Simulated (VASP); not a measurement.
**AlAs (sol): single point with PBEsol**

AlAs (sol):

```
Al As
1.0
     0.00000    2.83730    2.83730
     2.83730    0.00000    2.83730
     2.83730    2.83730    0.00000
Al As
1 1
Direct
  0.00000 0.00000 0.00000
  0.25000 0.25000 0.25000
```

```
Program                : VASP 6.6.1
Task                   : single point
Functional             : PBEsol
Potentials or basis    : VASP PAW PBE potentials, release 64 (Al, As)
Cutoff                 : 500 eV
k mesh                 : 8 × 8 × 8
Occupations            : gaussian, width 0.02 eV
Spin                   : no spin polarisation
Dipole correction      : no
Further INCAR settings : ALGO = Normal; EDIFF = 1e-06; NBANDS = 11
```

```yaml
Pressure: 0.3 GPa
Band_gap_on_the_k_mesh: 1.33 eV, indirect (least direct gap 1.92 eV)
```

Levels at points of the mesh, in eV from the valence-band top:
```tsv
k point	band 1	band 2	band 3	band 4	band 5	band 6	band 7	band 8	band 9
(0.00, 0.00, 0.00)	-11.85	0.00	0.00	0.00	1.92	4.25	4.25	4.25	8.67
(0.50, 0.00, 0.00)	-10.44	-5.57	-0.82	-0.82	2.05	4.63	4.63	7.56	11.00
(0.50, 0.50, 0.00)	-9.89	-5.42	-2.17	-2.17	1.33	2.22	10.23	10.23	11.59
```

Wall time 12 s on 1 thread of AMD EPYC 7R13 Processor (Zen 3) (shared host), peak memory 0.14 GiB.

Caveat: the PAW data sets were made with another functional, which shifts forces and pressure a little. A k mesh can miss the band edges.
